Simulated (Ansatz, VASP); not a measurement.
## One calculation of HfO3, two programs

```xyz
4
Lattice="-1.5999 1.5999 3.5801 1.5999 -1.5999 3.5801 1.5999 1.5999 -3.5801" Properties=species:S:1:pos:R:3 pbc="T T T"
Hf    0.0000    0.0000    0.0000
O     0.0000    1.5999    1.7901
O     1.5999    0.0000    1.7901
O     0.0000    0.0000    3.5801
```

Change from the starting cell: species swapped into the ZnAg3 type (I4/mmm, No. 139).

Alike in both runs: functional PBE; k mesh 20 × 20 × 20; occupations gaussian, width 0.1 eV; no spin polarisation.

Ansatz relaxed the structure, and its values are those at the end. VASP's run is a single point on that final structure, the one shown.

```csv
,VASP,Ansatz
version,VASP 6.6.1,Ansatz 0.2.0
potentials or method,"VASP PAW PBE potentials, release 64 (Hf_pv, O), cutoff 520 eV","scalar-relativistic, plane waves, PAW"
valence electrons in the cell,28,44
```

```tsv
	VASP	Ansatz	Ansatz less VASP
gap on the k mesh at the Fermi level (eV)	none	none	-
pressure (GPa)	-3.2	0.0	+3.25
```

A gap of «none» marks a metal or a gap that the smearing closes. VASP's potentials hold 28 valence electrons a cell and Ansatz's 44, so a difference there can come from the potentials and not from the codes.

Neither program's run includes spin-orbit coupling.
